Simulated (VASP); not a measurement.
The system is Be.

```
Be
1.0
     2.28530    0.00000    0.00000
    -1.14265    1.97913    0.00000
     0.00000    0.00000    3.58420
Be
2
Direct
  0.33333 0.66667 0.25000
  0.66667 0.33333 0.75000
```

```yaml
Program: VASP 6.6.1
Task: relaxation of cell and atoms
Functional: PBEsol
Potentials_or_basis: VASP PAW PBE potentials, release 64 (Be)
Cutoff: 600 eV
k_mesh: 22 × 22 × 12
Occupations: fermi-dirac, width 0.1 eV
Spin: no spin polarisation
```

At the start: pressure -3.6 GPa; volume 8.11 Å³/atom.

Q: Where does the relaxation end?

A: Over 3 steps the energy falls by 3.0 meV/atom and the volume is 7.86 Å³/atom (-3.1 %); space group P6_3/mmc (No. 194, to 0.1 Å) before and after.

The path:
```csv
step,energy change (eV),largest force (eV/Å),pressure (GPa),volume (Å³)
1,0.0000,0.0000,-3.59,16.21
2,-0.0059,0.0000,-0.55,15.79
3,-0.0061,0.0000,0.04,15.71
```

Final structure:
```yaml
crystal:
  lattice:
    - [2.25784, 0.00000, 0.00000]
    - [-1.12892, 1.95535, 0.00000]
    - [0.00000, 0.00000, 3.55885]
  atoms:
    - { symbol: Be, position: [0.33333, 0.66667, 0.25000] }
    - { symbol: Be, position: [0.66667, 0.33333, 0.75000] }
```

Caveat: the PAW data sets were made with another functional, which shifts forces and pressure a little.
